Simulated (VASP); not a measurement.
A run of VASP 6.6.1 is set up as follows.

The input INCAR:

```
ALGO = Fast
EDIFF = 1E-6
EDIFFG = -0.01
ENCUT = 600
GGA = PE
IBRION = 2
ISIF = 3
ISMEAR = 0
LASPH = T
LCHARG = F
LREAL = F
LWAVE = F
NELM = 100
NSW = 100
PREC = Accurate
SIGMA = 0.1
```

File KPOINTS:

```
k-points
0
Gamma
  12 12 6
```

File POSCAR:

```
CaC
1.0
    3.8529296447      0.0000000000      0.0000000000
   -1.9264648224      3.3367349513      0.0000000000
    0.0000000000      0.0000000000      7.2639997527
Ca C
2 2
Direct
    0.3333333333      0.6666666667      0.7388463136
    0.6666666667      0.3333333333      0.2611536864
    0.0000000000      0.0000000000      0.9124632049
    0.0000000000      0.0000000000      0.0875367951
```

Potentials or basis: VASP PAW PBE potentials, release 64 (Ca_sv, C).

The run is started by

```sh
$ cat potpaw_PBE.64/Ca_sv/POTCAR potpaw_PBE.64/C/POTCAR > POTCAR
$ mpirun -np 1 vasp_std > vasp.out
```

Task: What does it give for the band gap on the k mesh?

Result: Zero (bands 14 and 15 overlap by 0.66 eV).

Task: Predict the relaxed cell.

Result: a = 3.865 Å, b = 3.865 Å, c = 7.253 Å, α = 90.00°, β = 90.00°, γ = 120.00°.

Task: Predict the space group after relaxing (to 0.1 Å).

Result: P-3m1 (No. 164).

Final structure:
```
Ca C
1.0
     3.86516    0.00000    0.00000
    -1.93258    3.34733    0.00000
     0.00000    0.00000    7.25329
Ca C
2 2
Direct
  0.33333 0.66667 0.73963
  0.66667 0.33333 0.26037
  0.00000 0.00000 0.91218
  0.00000 0.00000 0.08782
```
